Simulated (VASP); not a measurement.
A run of VASP 6.6.1 is set up as follows.

INCAR

```
SYSTEM = MgO
PREC = Accurate
ENCUT = 520
EDIFF = 1E-6
ISMEAR = -1
SIGMA = 0.05
LREAL = .FALSE.
LASPH = .TRUE.
NELM = 60
ALGO = Normal
ISIF = 2
LWAVE = .FALSE.
LCHARG = .FALSE.
NBANDS = 11
```

Contents of KPOINTS:

```
Automatic mesh
0
G
  11 11 11
  0 0 0
```

POSCAR

```
MgO
1.0
    0.0000000000      2.0795741973      2.0795741973
    2.0795741973      0.0000000000      2.0795741973
    2.0795741973      2.0795741973      0.0000000000
Mg O
1 1
Direct
    0.0000000000      0.0000000000      0.0000000000
    0.5000000000      0.5000000000      0.5000000000
```

Potentials or basis: VASP PAW LDA potentials, release 64 (Mg, O).

Run with:

```bash
$ cat potpaw_LDA.64/Mg/POTCAR potpaw_LDA.64/O/POTCAR > POTCAR
$ mpirun -np 1 vasp_std > vasp.out
```

(1) What does it give for the band gap on the k mesh?

(2) Predict the pressure.

## Answers

(1) 5.04 eV, direct.

(2) -1.7 GPa.
